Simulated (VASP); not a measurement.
# AlN (P1) in VASP: notebook

Aim: see how the results for AlN move with the level of theory and the settings. Levels: PBEsol, RPBE. Tasks: single point.

Program: VASP 6.6.1. These are calculated values, not measurements. Logs are shortened: lines on timing, memory, paths and dates and some standing lists are left out, and cuts for length are marked.

### 1 The cell of the first run

The typed cell holds 4 atoms: a = 3.114 Å, b = 3.114 Å, c = 4.983 Å, α = 90.00°, β = 90.00°, γ = 120.00°.

### 2 Single point, PBEsol (atom 1 (Al) moved by (-0.450, -0.225) A along x and z)

The input, INCAR:

```
PREC = Accurate ; ENCUT = 600
EDIFF = 1E-6 ; ISMEAR = 0
SIGMA = 0.05 ; LREAL = False
LASPH = True ; NELM = 120
ALGO = Normal ; ISIF = 2
LWAVE = False ; LCHARG = False
GGA = PS ; NBANDS = 16
GGA_COMPAT = False
```

The input, KPOINTS:

```
Automatic mesh
0
Gamma
  12 12 6
```

The input, POSCAR:

```
AlN
1.0
    3.1136926464      0.0000000000      0.0000000000
   -1.5568463232      2.6965369313      0.0000000000
    0.0000000000      0.0000000000      4.9834165464
Al N
2 2
Direct
    0.1888103983      0.6666666667     -0.0436416716
    0.6666666667      0.3333333333      0.5015080761
    0.3333333333      0.6666666667      0.3834919239
    0.6666666667      0.3333333333      0.8834919239
```

Potentials or basis: VASP PAW PBE potentials, release 64 (Al, N).

Launch:

```bash
$ cat potpaw_PBE.64/Al/POTCAR potpaw_PBE.64/N/POTCAR > POTCAR
$ mpirun -np 1 vasp_std > vasp.out
```

OUTCAR:

```text
PREC = Accurate
   ENCUT = 600
   EDIFF = 1E-6
   ISMEAR = 0
   LREAL = False
   LASPH = True
   NELM = 120
   ISIF = 2
   GGA = PS

 ion  position               nearest neighbor table
   1  0.189  0.667  0.956-   4 1.47   4 1.89   3 2.18   4 2.23   2 2.68   2 2.93   2 3.07   2 3.16
                             2 3.29
   2  0.667  0.333  0.502-   3 1.89   3 1.89   3 1.89   4 1.90   1 2.68   1 2.93   1 3.07   1 3.16
                             1 3.29
   3  0.333  0.667  0.383-   2 1.89   2 1.89   2 1.89   1 2.18
   4  0.667  0.333  0.883-   1 1.47   1 1.89   2 1.90   1 2.23

  LATTYP: Found a hexagonal cell.
 ALAT       =     3.1136926464
 C/A-ratio  =     1.6004844127

  Lattice vectors:

 A1 = (   3.1136926464,   0.0000000000,   0.0000000000)
 A2 = (  -1.5568463232,   2.6965369313,   0.0000000000)
 A3 = (   0.0000000000,   0.0000000000,   4.9834165464)

Analysis of symmetry for initial positions (statically):
=====================================================================
 Subroutine PRICEL returns:
 Original cell was already a primitive cell.

 Routine SETGRP: Setting up the symmetry group for a
 hexagonal supercell.

 Subroutine GETGRP returns: Found  1 space group operations
 (whereof  1 operations were pure point group operations)
 out of a pool of 24 trial point group operations.

The static configuration has the point symmetry C_1 .

Analysis of symmetry for dynamics (positions and initial velocities):
=====================================================================
 Subroutine PRICEL returns:
 Original cell was already a primitive cell.

 Routine SETGRP: Setting up the symmetry group for a
 hexagonal supercell.

 Subroutine GETGRP returns: Found  1 space group operations
 (whereof  1 operations were pure point group operations)
 out of a pool of 24 trial point group operations.

The dynamic configuration has the point symmetry C_1 .

 Subroutine INISYM returns: Found  1 space group operations
 (whereof  1 operations are pure point group operations),
 and found     1 'primitive' translations

----------------------------------------------------------------------------------------

                                     Primitive cell

  volume of cell :      41.8417
[... 86 lines left out ...]
   ICHARG =      2    charge: 1-file 2-atom 10-const
   ISPIN  =      1    spin polarized calculation?
   LNONCOLLINEAR =      F non collinear calculations
   LSORBIT =      F    spin-orbit coupling
   LASPH  =      T    aspherical Exc in radial PAW
   ENCUT  =  600.0 eV  44.10 Ry    6.64 a.u.   6.22  6.22  9.95*2*pi/ulx,y,z
   NELM   =    120;   NELMIN=  2; NELMDL= -5     # of ELM steps
   EDIFF  = 0.1E-05   stopping-criterion for ELM
   LREAL  =      F    real-space projection
   EDIFFG = 0.1E-04   stopping-criterion for IOM
   NSW    =      0    number of steps for IOM
   IBRION =     -1    ionic relax: 0-MD 1-quasi-New 2-CG
   NFREE  =      0    steps in history (QN), initial steepest desc. (CG)
   ISIF   =      2    stress and relaxation
   ISYM   =      2    0-nonsym 1-usesym 2-fastsym
   POTIM  = 0.5000    time-step for ionic-motion
   TEBEG  =    0.0;   TEEND  =   0.0 temperature during run
   PSTRESS=    0.0 pullay stress
   NELECT =      16.0000    total number of electrons
   NUPDOWN=      -1.0000    fix difference up-down
   EMIN   =  10.00;   EMAX   =-10.00  energy-range for DOS
   EFERMI =   0.00;   METHOD = LEGACY
   ISMEAR =     0;   SIGMA  =   0.05  broadening in eV -4-tet -1-fermi 0-gaus
   EFERMI_NEDOS =   21; number of points for ismear=-14 and -15
   IALGO  =     38    algorithm
   IMIX   =      4    mixing-type and parameters
     AMIX     =   0.40;   BMIX     =  1.00
     AMIX_MAG =   1.60;   BMIX_MAG =  1.00
  volume/ion in A,a.u.               =      10.46        70.59
  Fermi-wavevector in a.u.,A,eV,Ry     =   1.188261  2.245487 19.210929  1.411963
  Thomas-Fermi vector in A             =   2.324394
   LORBIT       =      0    0 simple, 1 ext, 2 COOP (PROOUT), +10 PAW based schemes
   GGA     = PS    functional components
   LHFCALC =     F    Hartree Fock is set to
   AEXX    =    0.0000 exact exchange contribution
   IVDW    =     0    specifies the selected vdW correction
   LEPSILON=     F    determine dielectric tensor
   LRPA    =     F    only Hartree local field effects (RPA)
 non-spin polarized calculation
 Gauss-broadening in eV      SIGMA  =   0.05
  energy-cutoff  :      600.00
  volume of cell :       41.84
 maximum number of plane-waves:      1412
 NGX is ok and might be reduce to    28
   NGX = 13   NGY = 13   NGZ = 19

 number of electron      16.0000000 magnetization

 Free energy of the ion-electron system (eV)
  ---------------------------------------------------
  ext. energy  EPLUGINS =         0.00000000
  ---------------------------------------------------
  free energy    TOTEN  =       -28.26541738 eV

  energy without entropy =      -28.26541738  energy(sigma->0) =      -28.26541738

 E-fermi :   6.6231     XC(G=0): -11.0710

 val. band max:        6.3425057487   @ k =   0.0000   0.0000   0.0000
 cond. band min:       9.6327665638   @ k =   0.0000   0.0000   0.0000
 fundamental gap:      3.2902608151
 Fermi energy:         6.6230940800

 k-point     1 :       0.0000    0.0000    0.0000
  band No.  band energies     occupation
      1      -9.4004      2.00000
      2      -6.8787      2.00000
      3       0.0202      2.00000
      4       3.8399      2.00000
      5       5.2404      2.00000
      6       5.9457      2.00000
[... 433 lines left out ...]
      3       0.7174      2.00000
      4       2.4937      2.00000
      5       3.8095      2.00000
      6       4.4772      2.00000
[... 8 lines left out ...]
     15      18.6836      0.00000
     16      19.5780      0.00000

 [... further k-points ...]
[... 5 lines left out ...]
  --------------------------------------------------------------------------------------
  -------------------------------------------------------------------------------------
  Total       10.4681104      7.7374030     -0.2803709     10.4015278      3.3895997      3.8338795
  in kB      400.8386346    296.2760163    -10.7357937    398.2890908    129.7925270    146.8046244
  external PRESSURE =     228.7929524 kB  Pullay stress =       0.0000000 kB

 VOLUME and BASIS-vectors are now :
 -----------------------------------------------------------------------------
  energy-cutoff  :      600.00
  volume of cell :       41.84
      direct lattice vectors                 reciprocal lattice vectors
     3.113692646  0.000000000  0.000000000     0.321162078  0.185423012  0.000000000
    -1.556846323  2.696536931  0.000000000     0.000000000  0.370846024  0.000000000
     0.000000000  0.000000000  4.983416546     0.000000000  0.000000000  0.200665546

 POSITION                                       TOTAL-FORCE (eV/Angst)
 -----------------------------------------------------------------------------------
     -0.45000      1.79769      4.76593        13.637574      9.208133      6.180746
      1.55685      0.89885      2.49922        -0.301471     -0.171000     -1.647302
     -0.00000      1.79769      1.91110        -0.629919      0.020118     -0.268555
      1.55685      0.89885      4.40281       -12.706184     -9.057252     -4.264888
 -----------------------------------------------------------------------------------
    total drift:                               -0.000597     -0.000178      0.000303

  FREE ENERGIE OF THE ION-ELECTRON SYSTEM (eV)
  ---------------------------------------------------
  free  energy   TOTEN  =       -28.2654173769 eV

  energy  without entropy=      -28.2654173769  energy(sigma->0) =      -28.26541738
```

OSZICAR:

```text
N       E                     dE             d eps       ncg     rms          rms(c)
DAV:   1     0.498527510309E+02    0.49853E+02   -0.79855E+03 13968   0.101E+03
DAV:   2    -0.297021121412E+02   -0.79555E+02   -0.72341E+02 19632   0.210E+02
DAV:   3    -0.337393070504E+02   -0.40372E+01   -0.40236E+01 17736   0.505E+01
DAV:   4    -0.337649158551E+02   -0.25609E-01   -0.25607E-01 17672   0.427E+00
DAV:   5    -0.337652487213E+02   -0.33287E-03   -0.33286E-03 18280   0.484E-01    0.131E+01
DAV:   6    -0.283739466616E+02    0.53913E+01   -0.11170E+01 17576   0.264E+01    0.480E+00
DAV:   7    -0.283160161792E+02    0.57930E-01   -0.71964E-01 15312   0.629E+00    0.300E+00
DAV:   8    -0.282679385838E+02    0.48078E-01   -0.56531E-02 19752   0.222E+00    0.531E-01
DAV:   9    -0.282652772265E+02    0.26614E-02   -0.76844E-03 17288   0.711E-01    0.288E-01
DAV:  10    -0.282654459965E+02   -0.16877E-03   -0.11749E-03 18144   0.249E-01    0.126E-01
DAV:  11    -0.282654211508E+02    0.24846E-04   -0.30054E-04 18088   0.169E-01    0.245E-02
DAV:  12    -0.282654174010E+02    0.37498E-05   -0.23277E-05 17800   0.491E-02    0.107E-02
DAV:  13    -0.282654173769E+02    0.24022E-07   -0.39193E-06 16560   0.153E-02
   1 F= -.28265417E+02 E0= -.28265417E+02  d E =-.687311E-18
```

It took 8.6 min on 1 thread of Oxide Virtual Turin-like, shared host; peak memory 0.37 GiB.

Results:

```yaml
Free_energy: -28.2654 eV
Pressure: 22.9 GPa
Largest_force: 17.578 eV/Å
Band_gap_on_the_k_mesh: 3.29 eV
```

Forces in eV/Å, atoms in the order of the input:
```
Al   13.638   9.208   6.181
Al   -0.301  -0.171  -1.647
N    -0.630   0.020  -0.269
N   -12.706  -9.057  -4.265
```

Caveat: the cell differs from its parent crystal (atom 1 (Al) moved by (-0.450, -0.225) A along x and z); the stress differs along the axes, from -1 to 40 GPa; the PAW data sets were made with another functional, which shifts forces and pressure a little.

### 3 Single point, PBEsol (atom 1 (Al) moved by (-0.225, -0.225) A along x and z)

The input, INCAR:

```
SYSTEM = AlN
ALGO     = Normal         ! electronic algorithm
EDIFF    = 1E-6           ! SCF threshold, eV
ENCUT    = 600            ! plane-wave cutoff, eV
GGA      = PS             ! functional
GGA_COMPAT= .FALSE.      
ISIF     = 2              ! what is computed and relaxed
ISMEAR   = 0              ! smearing method
LASPH    = .TRUE.         ! aspherical terms in the spheres
LCHARG   = .FALSE.        ! write CHGCAR
LREAL    = .FALSE.        ! projectors in reciprocal space
LWAVE    = .FALSE.        ! write WAVECAR
NBANDS   = 16             ! bands
NELM     = 120            ! most SCF steps
PREC     = Accurate       ! precision mode
SIGMA    = 0.05           ! smearing width, eV
```

The input, KPOINTS:

```
k-points
0
G
  12 12 6
  0 0 0
```

Edit POSCAR of step 2 so:

```diff
@@ -8,3 +8,3 @@
 Direct
-    0.1888103983      0.6666666667     -0.0436416716
+    0.2610718658      0.6666666667     -0.0436416716
     0.6666666667      0.3333333333      0.5015080761
```

Potentials or basis: VASP PAW PBE potentials, release 64 (Al, N).

Launch:

```bash
$ cat potpaw_PBE.64/Al/POTCAR potpaw_PBE.64/N/POTCAR > POTCAR
$ mpirun -np 1 vasp_std > vasp.out
```

Wall time 7.8 min (1 thread of Oxide Virtual Turin-like, shared host); peak memory 0.38 GiB.

The run converged. Its results:

```
Free energy            : -30.3389 eV
Pressure               : 6.9 GPa
Largest force          : 6.841 eV/Å
Band gap on the k mesh : 3.49 eV
```

Forces on the atoms (eV/Å):
```
Al   5.446  2.008  3.620
Al  -0.165 -0.043 -1.735
N   -0.331  0.007 -0.201
N   -4.950 -1.971 -1.684
```

Stress tensor (GPa, compression positive):
```
15.03 15.11  5.39
15.11 10.54  2.81
 5.39  2.81 -4.98
```

Levels at points of the mesh, in eV from the valence-band top:
```tsv
k point	band 6	band 7	band 8	band 9	band 10	band 11
(0.00, 0.00, 0.00)	-0.33	-0.28	0.00	3.49	6.32	10.19
(0.50, 0.00, 0.00)	-2.59	-2.01	-0.83	5.15	5.52	7.68
(0.00, 0.50, 0.00)	-2.77	-1.88	-0.90	5.07	5.39	7.55
(0.50, 0.50, 0.00)	-3.19	-1.75	-0.98	5.19	5.45	7.62
(0.00, 0.00, 0.50)	-1.32	-0.37	-0.36	5.59	6.47	9.29
(0.50, 0.00, 0.50)	-1.89	-1.28	-1.17	4.59	4.71	8.30
(0.00, 0.50, 0.50)	-1.92	-1.33	-1.19	4.70	4.81	8.36
(0.50, 0.50, 0.50)	-1.95	-1.31	-1.22	4.83	4.99	8.50
```

Caveat: the cell differs from its parent crystal (atom 1 (Al) moved by (-0.225, -0.225) A along x and z); the stress differs along the axes, from -5 to 15 GPa; the PAW data sets were made with another functional, which shifts forces and pressure a little. A k mesh can miss the band edges.

### 4 Single point, RPBE

The input, INCAR:

```
SYSTEM = AlN
PREC = Accurate
ENCUT = 600
EDIFF = 1E-6
ISMEAR = 0
SIGMA = 0.05
LREAL = .False.
LASPH = .True.
NELM = 120
ALGO = Normal
ISIF = 2
LWAVE = .False.
LCHARG = .False.
GGA = RP
NBANDS = 16
GGA_COMPAT = .False.
```

The input, KPOINTS:

```
Automatic mesh
0
Gamma
  12 12 6
  0 0 0
```

Edit POSCAR of step 3 so:

```diff
@@ -8,3 +8,3 @@
 Direct
-    0.2610718658      0.6666666667     -0.0436416716
+    0.1888103983      0.6666666667     -0.0436416716
     0.6666666667      0.3333333333      0.5015080761
```

Launch:

```bash
$ cat potpaw_PBE.64/Al/POTCAR potpaw_PBE.64/N/POTCAR > POTCAR
$ mpirun -np 1 vasp_std > vasp.out
```

It took 8.8 min on 1 thread of Oxide Virtual Turin-like, shared host; peak memory 0.37 GiB.

It converged, with:

- Free energy: -25.2537 eV
- Pressure: 29.4 GPa
- Largest force: 17.683 eV/Å
- Band gap on the k mesh: 3.40 eV

Forces on the atoms (eV/Å):
```
Al   13.726   9.258   6.211
Al   -0.308  -0.174  -1.661
N    -0.629   0.021  -0.320
N   -12.789  -9.105  -4.230
```

Stress tensor (GPa, compression positive):
```
46.64 40.18 14.80
40.18 36.24 13.05
14.80 13.05  5.25
```

Levels at points of the mesh, in eV from the valence-band top:
```csv
k point,band 4,band 5,band 6,band 7,band 8,band 9,band 10,band 11,band 12,band 13
"(0.00, 0.00, 0.00)",-2.51,-1.10,-0.40,-0.26,0.00,3.40,6.31,10.20,10.61,11.33
"(0.50, 0.00, 0.00)",-4.49,-3.57,-2.38,-2.00,-0.77,5.29,5.73,7.73,8.78,10.90
"(0.00, 0.50, 0.00)",-4.31,-3.72,-2.49,-1.80,-0.85,5.00,5.40,7.31,9.82,11.08
"(0.50, 0.50, 0.00)",-4.24,-3.87,-3.25,-1.58,-0.98,5.36,5.58,7.63,10.15,10.73
"(0.00, 0.00, 0.50)",-3.28,-2.28,-0.97,-0.37,-0.33,5.47,6.44,9.30,10.11,10.72
"(0.50, 0.00, 0.50)",-5.60,-2.10,-1.99,-1.24,-0.97,4.58,4.82,8.34,8.79,10.71
"(0.00, 0.50, 0.50)",-5.52,-2.32,-2.06,-1.33,-1.06,4.81,4.96,8.32,8.86,10.36
"(0.50, 0.50, 0.50)",-5.55,-3.14,-2.10,-1.29,-1.09,4.98,5.38,8.77,9.04,10.82
```

Caveat: the stress differs along the axes, from 5 to 47 GPa; the PAW data sets were made with another functional, which shifts forces and pressure a little.

### 5 Summary

```tsv
level	cell	gap on the mesh (eV)	pressure (GPa)	largest force (eV/Å)
PBEsol	as given, atomic positions A	3.29	22.9	17.58
PBEsol	as given, atomic positions B	3.49	6.9	6.84
RPBE	as given, atomic positions A	3.40	29.4	17.68
```

Alike in all rows: task single point; potentials or basis VASP PAW PBE potentials, release 64 (Al, N); no spin polarisation; k mesh 12 × 12 × 6; cutoff (eV) 600; smearing gaussian 0.05 eV.

Caveats: the PAW data sets were made with another functional, which shifts forces and pressure a little; the stress differs along the axes, from -1 to 40 GPa (at least some runs); the stress differs along the axes, from -5 to 15 GPa (at least some runs); the stress differs along the axes, from 5 to 47 GPa (at least some runs).

Total energies depend on the potentials used, so only differences within one code and one set of settings carry meaning.
